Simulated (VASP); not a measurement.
Here is a VASP 6.6.1 calculation.

The input INCAR:

```
PREC     = Accurate       # precision mode
ENCUT    = 520            # plane-wave cutoff, eV
EDIFF    = 1E-7           # SCF threshold, eV
ISMEAR   = 1              # smearing method
SIGMA    = 0.15           # smearing width, eV
LREAL    = Auto         
LASPH    = T              # aspherical terms in the spheres
NELM     = 100            # most SCF steps
ALGO     = Normal         # electronic algorithm
ISIF     = 2              # what is computed and relaxed
LWAVE    = F              # write WAVECAR
LCHARG   = F              # write CHGCAR
NBANDS   = 28             # bands
```

The input KPOINTS:

```
Automatic mesh
0
Gamma
  3 3 2
```

Contents of POSCAR:

```
Mg
1.0
    6.4717679400      0.0000058300      0.0000000000
   -3.2358890100      5.6047125300      0.0000000000
    0.0000000000      0.0000000000     10.5070756600
Mg
15
Direct
    0.1799280137      0.3497380000      0.1305734387
    0.3371568973      0.1743759433      0.3729292647
    0.1626997225      0.3264051531      0.6261219785
    0.3270006197      0.1540519855      0.8775334164
    0.1741264665      0.8482383279      0.1230519358
    0.3424374650      0.6783347020      0.3755656786
    0.1654110503      0.8309589494      0.6241515920
    0.3195956845      0.6455879971      0.8711018457
    0.6699284256      0.3496051017      0.1305762940
    0.8337719819      0.1676095133      0.3768198810
    0.6635997040      0.3264256858      0.6261145549
    0.8052049687      1.1104075851     -0.0879353142
    0.8357329225      0.6783673752      0.3755014361
    0.6666714056      0.8334573965      0.6283349634
    0.8258593443      0.6455762300      0.8711081271
```

Potentials or basis: VASP PAW LDA potentials, release 64 (Mg).

Run with:

```bash
$ cat potpaw_LDA.64/Mg/POTCAR > POTCAR
$ mpirun -np 1 vasp_std > vasp.out
```

(1) What does it give for the band gap on the k mesh?

(2) Estimate the pressure.

(3) What does it give for the largest force?

## Answers

(1) zero (band 15 reaches 2.10 eV, above the bottom of band 16 at 1.04 eV).

(2) -3.5 GPa.

(3) 0.263 eV/Å.

Caveat: the k points lie up to 0.37 Å⁻¹ apart.
